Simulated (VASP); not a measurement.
# P (P4/mmm) in VASP: further runs

The runs below take P through single point, relaxation of cell and atoms, with PBE.

All numbers are computed with VASP 6.6.1; they aren't measurements. Logs are shortened: lines on timing, memory, paths and dates and some standing lists are left out, and cuts for length are marked.

## 1. The cell of the first run

It takes space group P4/mmm (No. 123, tetragonal). The conventional cell has a = 3.400 Å, b = 3.400 Å, c = 1.960 Å, α = 90.00°, β = 90.00°, γ = 90.00°. P (site symmetry 4/mmm) has 2 P at 1.96 Å within 2.6 Å.

The cell was built from a structure type or drawn by symmetry, and may not be a known phase.

## 2. Single point, PBE

INCAR

```
SYSTEM = P
PREC     = Accurate       ! precision mode
ENCUT    = 520            ! plane-wave cutoff, eV
EDIFF    = 1E-7           ! SCF threshold, eV
ISMEAR   = 0              ! smearing method
SIGMA    = 0.1            ! smearing width, eV
LREAL    = .FALSE.        ! projectors in reciprocal space
LASPH    = .TRUE.         ! aspherical terms in the spheres
NELM     = 80             ! most SCF steps
ALGO     = Normal         ! electronic algorithm
ISIF     = 2              ! what is computed and relaxed
LWAVE    = .FALSE.        ! write WAVECAR
LCHARG   = .FALSE.        ! write CHGCAR
GGA      = PE             ! functional
NBANDS   = 8              ! bands
```

KPOINTS

```
regular mesh
0
G
  6 6 8
  0 0 0
```

POSCAR

```
P
1.0
    3.3998755300      0.0000000000      0.0000000000
    0.0000000000      3.3998755300      0.0000000000
    0.0000000000      0.0000000000      1.9600589700
P
1
Direct
    0.0000000000      0.0000000000      0.0000000000
```

Potentials or basis: VASP PAW PBE potentials, release 64 (P).

Run with:

```
cat potpaw_PBE.64/P/POTCAR > POTCAR
mpirun -np 1 vasp_std > vasp.out
```

OUTCAR:

```text
SYSTEM = P
   PREC = Accurate
   ENCUT = 520
   EDIFF = 1E-7
   ISMEAR = 0
   LREAL = .FALSE.
   LASPH = .TRUE.
   NELM = 80
   ISIF = 2
   GGA = PE

 ion  position               nearest neighbor table
   1  0.000  0.000  0.000-

  LATTYP: Found a simple tetragonal cell.
 ALAT       =     3.3998755300
 C/A-ratio  =     0.5765090377

  Lattice vectors:

 A1 = (   3.3998755300,   0.0000000000,   0.0000000000)
 A2 = (   0.0000000000,   3.3998755300,   0.0000000000)
 A3 = (   0.0000000000,   0.0000000000,   1.9600589700)

Analysis of symmetry for initial positions (statically):
=====================================================================
 Subroutine PRICEL returns:
 Original cell was already a primitive cell.

 Routine SETGRP: Setting up the symmetry group for a
 simple tetragonal supercell.

 Subroutine GETGRP returns: Found 16 space group operations
 (whereof 16 operations were pure point group operations)
 out of a pool of 16 trial point group operations.

The static configuration has the point symmetry D_4h.

Analysis of symmetry for dynamics (positions and initial velocities):
=====================================================================
 Subroutine PRICEL returns:
 Original cell was already a primitive cell.

 Routine SETGRP: Setting up the symmetry group for a
 simple tetragonal supercell.

 Subroutine GETGRP returns: Found 16 space group operations
 (whereof 16 operations were pure point group operations)
 out of a pool of 16 trial point group operations.

The dynamic configuration has the point symmetry D_4h.

 Subroutine INISYM returns: Found 16 space group operations
 (whereof 16 operations are pure point group operations),
 and found     1 'primitive' translations

----------------------------------------------------------------------------------------

                                     Primitive cell

  volume of cell :      22.6566

  direct lattice vectors                    reciprocal lattice vectors
     3.399875530  0.000000000  0.000000000     0.294128415  0.000000000  0.000000000
[... 74 lines left out ...]
 SYSTEM =  P
   PREC   = accura    normal or accurate (medium, high low for compatibility)
   ISTART =      0    job   : 0-new  1-cont  2-samecut
   ICHARG =      2    charge: 1-file 2-atom 10-const
   ISPIN  =      1    spin polarized calculation?
   LNONCOLLINEAR =      F non collinear calculations
   LSORBIT =      F    spin-orbit coupling
   LASPH  =      T    aspherical Exc in radial PAW
   ENCUT  =  520.0 eV  38.22 Ry    6.18 a.u.   6.32  6.32  3.64*2*pi/ulx,y,z
   NELM   =     80;   NELMIN=  2; NELMDL= -5     # of ELM steps
   EDIFF  = 0.1E-06   stopping-criterion for ELM
   LREAL  =      F    real-space projection
   EDIFFG = 0.1E-05   stopping-criterion for IOM
   NSW    =      0    number of steps for IOM
   IBRION =     -1    ionic relax: 0-MD 1-quasi-New 2-CG
   NFREE  =      0    steps in history (QN), initial steepest desc. (CG)
   ISIF   =      2    stress and relaxation
   ISYM   =      2    0-nonsym 1-usesym 2-fastsym
   POTIM  = 0.5000    time-step for ionic-motion
   TEBEG  =    0.0;   TEEND  =   0.0 temperature during run
   PSTRESS=    0.0 pullay stress
   NELECT =       5.0000    total number of electrons
   NUPDOWN=      -1.0000    fix difference up-down
   EMIN   =  10.00;   EMAX   =-10.00  energy-range for DOS
   EFERMI =   0.00;   METHOD = LEGACY
   ISMEAR =     0;   SIGMA  =   0.10  broadening in eV -4-tet -1-fermi 0-gaus
   EFERMI_NEDOS =   21; number of points for ismear=-14 and -15
   IALGO  =     38    algorithm
   IMIX   =      4    mixing-type and parameters
     AMIX     =   0.40;   BMIX     =  1.00
     AMIX_MAG =   1.60;   BMIX_MAG =  1.00
  volume/ion in A,a.u.               =      22.66       152.89
  Fermi-wavevector in a.u.,A,eV,Ry     =   0.989312  1.869528 13.316532  0.978737
  Thomas-Fermi vector in A             =   2.120901
   LORBIT       =      0    0 simple, 1 ext, 2 COOP (PROOUT), +10 PAW based schemes
   GGA     = PE    functional components
   LHFCALC =     F    Hartree Fock is set to
   AEXX    =    0.0000 exact exchange contribution
   IVDW    =     0    specifies the selected vdW correction
   LEPSILON=     F    determine dielectric tensor
   LRPA    =     F    only Hartree local field effects (RPA)
 non-spin polarized calculation
 Gauss-broadening in eV      SIGMA  =   0.10
  energy-cutoff  :      520.00
  volume of cell :       22.66
 maximum number of plane-waves:       625
 NGX is ok and might be reduce to    28
   NGX = 13   NGY = 13   NGZ =  7

 number of electron       5.0000001 magnetization

 Free energy of the ion-electron system (eV)
  ---------------------------------------------------
  ext. energy  EPLUGINS =         0.00000000
  ---------------------------------------------------
  free energy    TOTEN  =        -3.95695244 eV

  energy without entropy =       -3.95446372  energy(sigma->0) =       -3.95570808

 E-fermi :   3.6733     XC(G=0):  -8.9350

 val. band max:        3.6484359133   @ k =   0.3333   0.3333   0.3750
 cond. band min:       3.7257945698   @ k =   0.5000   0.0000   0.3750
 fundamental gap:      0.0773586566
 Fermi energy:         3.6733093572

 k-point     1 :       0.0000    0.0000    0.0000
  band No.  band energies     occupation
      1     -10.6766      2.00000
      2       2.0590      2.00000
      3       2.0590      2.00000
      4       7.1285      0.00000
      5       8.9413      0.00000
      6      16.4708      0.00000
      7      20.2400      0.00000
      8      21.5926      0.00000
[... 243 lines left out ...]
 k-point    24 :       0.5000    0.0000    0.2500
  band No.  band energies     occupation
      1      -7.8371      2.00000
      2       0.5734      2.00000
      3       4.6310      0.00000
      4       8.0848      0.00000
      5      13.4428      0.00000
      6      14.8577      0.00000
      7      16.1539      0.00000
      8      18.9171      0.00000

 [... further k-points ...]
[... 5 lines left out ...]
  --------------------------------------------------------------------------------------
  -------------------------------------------------------------------------------------
  Total       -0.1979740     -0.1979740      6.0438930      0.0000000      0.0000000      0.0000000
  in kB      -13.9998579    -13.9998579    427.3976951      0.0000000      0.0000000      0.0000000
  external PRESSURE =     133.1326598 kB  Pullay stress =       0.0000000 kB

 VOLUME and BASIS-vectors are now :
 -----------------------------------------------------------------------------
  energy-cutoff  :      520.00
  volume of cell :       22.66
      direct lattice vectors                 reciprocal lattice vectors
     3.399875530  0.000000000  0.000000000     0.294128415  0.000000000  0.000000000
     0.000000000  3.399875530  0.000000000     0.000000000  0.294128415  0.000000000
     0.000000000  0.000000000  1.960058970     0.000000000  0.000000000  0.510188732

 POSITION                                       TOTAL-FORCE (eV/Angst)
 -----------------------------------------------------------------------------------
      0.00000      0.00000      0.00000         0.000000      0.000000      0.000000
 -----------------------------------------------------------------------------------
    total drift:                               -0.000000      0.000000      0.000000

  FREE ENERGIE OF THE ION-ELECTRON SYSTEM (eV)
  ---------------------------------------------------
  free  energy   TOTEN  =        -3.9569524424 eV

  energy  without entropy=       -3.9544637177  energy(sigma->0) =       -3.95570808
```

Wall time 13 s (1 thread of Intel Xeon 8259CL, shared host); peak memory 0.13 GiB.

What came out:

```
Free energy            : -3.9570 eV
Pressure               : 13.3 GPa
Band gap on the k mesh : zero (an odd number of electrons rules out a gap without spin polarisation)
```

Caveat: the k points lie up to 0.40 Å⁻¹ apart, too coarse for converged energies and pressures of a metal.

## 3. Relaxation of cell and atoms, PBE

INCAR

```
ALGO = Normal ; EDIFF = 1E-6
EDIFFG = -0.04 ; ENCUT = 600
GGA = PE ; IBRION = 2
ISIF = 3 ; ISMEAR = 0
LASPH = T ; LCHARG = F
LREAL = F ; LWAVE = F
NELM = 80 ; NSW = 90
PREC = Accurate ; SIGMA = 0.1
```

KPOINTS

```
k-points
0
Gamma
  6 6 8
```

POSCAR is that of step 2.

Potentials or basis: VASP PAW PBE potentials, release 64 (P).

Run with:

```
cat potpaw_PBE.64/P/POTCAR > POTCAR
mpirun -np 1 vasp_std > vasp.out
```

OUTCAR:

```text
EDIFF = 1E-6
   EDIFFG = -0.04
   ENCUT = 600
   GGA = PE
   IBRION = 2
   ISIF = 3
   ISMEAR = 0
   LASPH = T
   LREAL = F
   NELM = 80
   NSW = 90
   PREC = Accurate

 ion  position               nearest neighbor table
   1  0.000  0.000  0.000-

  LATTYP: Found a simple tetragonal cell.
 ALAT       =     3.3998755300
 C/A-ratio  =     0.5765090377

  Lattice vectors:

 A1 = (   3.3998755300,   0.0000000000,   0.0000000000)
 A2 = (   0.0000000000,   3.3998755300,   0.0000000000)
 A3 = (   0.0000000000,   0.0000000000,   1.9600589700)

Analysis of symmetry for initial positions (statically):
=====================================================================
 Subroutine PRICEL returns:
 Original cell was already a primitive cell.

 Routine SETGRP: Setting up the symmetry group for a
 simple tetragonal supercell.

 Subroutine GETGRP returns: Found 16 space group operations
 (whereof 16 operations were pure point group operations)
 out of a pool of 16 trial point group operations.

The static configuration has the point symmetry D_4h.

[... 156 lines left out ...]
  ext. energy  EPLUGINS =         0.00000000
  ---------------------------------------------------
  free energy    TOTEN  =        -3.95720698 eV

  energy without entropy =       -3.95471769  energy(sigma->0) =       -3.95596233

------------------------ aborting loop because EDIFF is reached ----------------------------------------

  FORCE on cell =-STRESS in cart. coord.  units (eV):
  Direction    XX          YY          ZZ          XY          YZ          ZX
  --------------------------------------------------------------------------------------
  -------------------------------------------------------------------------------------
  Total       -0.1954499     -0.1954499      6.0459248      0.0000000     -0.0000000     -0.0000000
  in kB      -13.8213597    -13.8213597    427.5413774      0.0000000     -0.0000000     -0.0000000
  external PRESSURE =     133.2995527 kB  Pullay stress =       0.0000000 kB
[... 756 lines left out ...]
 k-point    24 :       0.5000    0.0000    0.2500
  band No.  band energies     occupation
      1      -0.8227      2.00000
      2       2.3955      2.00000
      3      10.5049      0.00000
      4      15.9830      0.00000
      5      19.2151      0.00000
      6      24.5128      0.00000

 [... further k-points ...]

[... ionic steps 4 to 18 ...]

--------------------------------------- Ionic step       19  -------------------------------------------

 number of electron       4.9999999 magnetization

------------------------ aborting loop because EDIFF is reached ----------------------------------------
[... 65 lines left out ...]
--------------------------------------- Ionic step       21  -------------------------------------------

 number of electron       4.9999999 magnetization

 Free energy of the ion-electron system (eV)
  ---------------------------------------------------
  ext. energy  EPLUGINS =         0.00000000
  ---------------------------------------------------
  free energy    TOTEN  =        -5.29916375 eV

  energy without entropy =       -5.29710433  energy(sigma->0) =       -5.29813404

 E-fermi :   9.6865     XC(G=0): -11.2714

 val. band max:        9.6744102144   @ k =   0.1667   0.1667   0.1250
 cond. band min:      10.0096119295   @ k =   0.5000   0.0000   0.2500
 fundamental gap:      0.3352017152
 Fermi energy:         9.6864622454
[... 244 lines left out ...]
  FREE ENERGIE OF THE ION-ELECTRON SYSTEM (eV)
  ---------------------------------------------------
  free  energy   TOTEN  =        -5.2991637534 eV

  energy  without entropy=       -5.2971043295  energy(sigma->0) =       -5.29813404

 reached required accuracy - stopping structural energy minimisation
```

CONTCAR:

```text
P
   1.00000000000000
     2.4335534072230653    0.0000000000000000    0.0000000000000000
     0.0000000000000000    2.4335534072230653    0.0000000000000000
     0.0000000000000000    0.0000000000000000    2.4614715226860042
  P
     1
Direct
     0.0000000000000000    1.0000000000000000    0.0000000000000000

  0.00000000E+00  0.00000000E+00  0.00000000E+00
```

It took 1.7 min on 1 thread of Intel Xeon 8259CL, shared host; peak memory 0.14 GiB.

What came out:

- Free energy: -5.2992 eV
- Relaxed volume: 14.58 Å³/atom
- Relaxed cell: a = 2.434 Å, b = 2.434 Å, c = 2.461 Å, α = 90.00°, β = 90.00°, γ = 90.00°
- Space group after relaxing (to 0.1 Å): Pm-3m (No. 221)
- Energy gained by relaxing: 1342.0 meV/atom
- Ionic steps: 21
- Pressure after relaxing: 0.1 GPa
- Band gap on the k mesh: zero (an odd number of electrons rules out a gap without spin polarisation)

Stress tensor (GPa, compression positive):
```
0.04 0.00 0.00
0.00 0.04 0.00
0.00 0.00 0.26
```

Step by step:
| step | energy change (eV) | largest force (eV/Å) | pressure (GPa) | volume (Å³) |
| --- | --- | --- | --- | --- |
| 1 | 0.0000 | 0.0000 | 13.33 | 22.66 |
| 2 | 0.0072 | 0.0000 | -14.57 | 28.72 |
| 3 | -0.3448 | 0.0000 | -4.86 | 25.43 |
| 4 | -0.3498 | 0.0000 | -3.18 | 25.15 |
| 5 | -0.3501 | 0.0000 | -2.57 | 25.05 |
| 6 | -0.3501 | 0.0000 | -2.85 | 25.10 |
| 7 | -0.3987 | 0.0000 | -4.25 | 23.88 |
| 8 | -0.6504 | 0.0000 | -6.59 | 20.38 |
| 9 | -1.1942 | 0.0000 | 6.64 | 14.10 |
| 10 | -1.0327 | 0.0000 | 40.98 | 11.71 |
| 11 | -1.2044 | 0.0000 | 10.05 | 13.76 |
| 12 | -1.1950 | 0.0000 | 21.77 | 12.72 |
| 13 | -1.2145 | 0.0000 | 14.06 | 13.37 |
| 14 | -1.2115 | 0.0000 | 18.38 | 13.03 |
| 15 | -1.2878 | 0.0000 | 10.85 | 13.53 |
| 16 | -1.3363 | 0.0000 | 3.68 | 14.18 |
| 17 | -1.3414 | 0.0000 | 0.83 | 14.50 |
| 18 | -1.3414 | 0.0000 | 1.08 | 14.47 |
| 19 | -1.3418 | 0.0000 | 0.70 | 14.51 |
| 20 | -1.3419 | 0.0000 | 0.25 | 14.56 |
| 21 | -1.3420 | 0.0000 | 0.12 | 14.58 |

Final structure:
```xyz
1
Lattice="2.4336 0.0000 0.0000 0.0000 2.4336 0.0000 0.0000 0.0000 2.4615" Properties=species:S:1:pos:R:3 pbc="T T T"
P     0.0000    2.4336    0.0000
```

Caveat: the k points lie up to 0.43 Å⁻¹ apart in the final cell, too coarse for converged energies and pressures of a metal; the volume moved by over 15 % at a fixed basis, so the end points are rough.
